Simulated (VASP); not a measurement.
Wanted: the native input for a VASP 6.6.1 run.

```yaml
Task: relaxation of cell and atoms
Functional: PBEsol
Potentials_or_basis: VASP PAW PBE potentials, release 64 (Ru_pv)
Cutoff: 500 eV
k_mesh: 8 × 8 × 8
Occupations: gaussian, width 0.1 eV
Spin: no spin polarisation
Dipole_correction: no
Further_INCAR_settings: ALGO = Normal; EDIFF = 1e-07; IBRION = 2; EDIFFG = -0.05; NSW = 100; ISIF = 3
```

The structure of Ru lies in POSCAR:

```
Ru
1.0
    0.0000000000     -1.9150000000     -1.9150000000
    1.9150000000      0.0000000000     -1.9150000000
    1.9150000000     -1.9150000000      0.0000000000
Ru
1
Direct
    0.0000000000      0.0000000000      0.0000000000
```

These files were run (other wordings do the same):

INCAR

```
PREC = Accurate
ENCUT = 500
EDIFF = 1E-7
ISMEAR = 0
SIGMA = 0.1
LREAL = F
LASPH = T
NELM = 120
ALGO = Normal
ISIF = 3
LWAVE = F
LCHARG = F
GGA = PS
IBRION = 2
NSW = 100
EDIFFG = -0.05
GGA_COMPAT = F
NELMIN = 4
```

KPOINTS

```
regular mesh
0
Gamma
  8 8 8
```

Potentials or basis: VASP PAW PBE potentials, release 64 (Ru_pv).

The run is started by

```console
$ cat potpaw_PBE.64/Ru_pv/POTCAR > POTCAR
$ mpirun -np 1 vasp_std > vasp.out
```

Results of the run:

| Property | Result |
| --- | --- |
| Relaxed volume | 13.35 Å³/atom |
| Relaxed cell | a = 2.662 Å, b = 2.662 Å, c = 2.662 Å, α = 60.00°, β = 60.00°, γ = 60.00° |
| Space group after relaxing (to 0.05 Å) | Fm-3m (No. 225) |
| Energy gained by relaxing | 36.5 meV/atom |
| Ionic steps | 4 |
| Pressure after relaxing | -0.2 GPa |
| Band gap on the k mesh | zero (band 7 reaches 15.29 eV, above the bottom of band 8 at 12.04 eV) |

Caveat: the PAW data sets were made with another functional, which shifts forces and pressure a little.

Run time: 29 s on 1 thread of AMD EPYC 7R43 64-Core Processor (Zen 3), with other jobs on the host, peak memory 0.1 GiB.
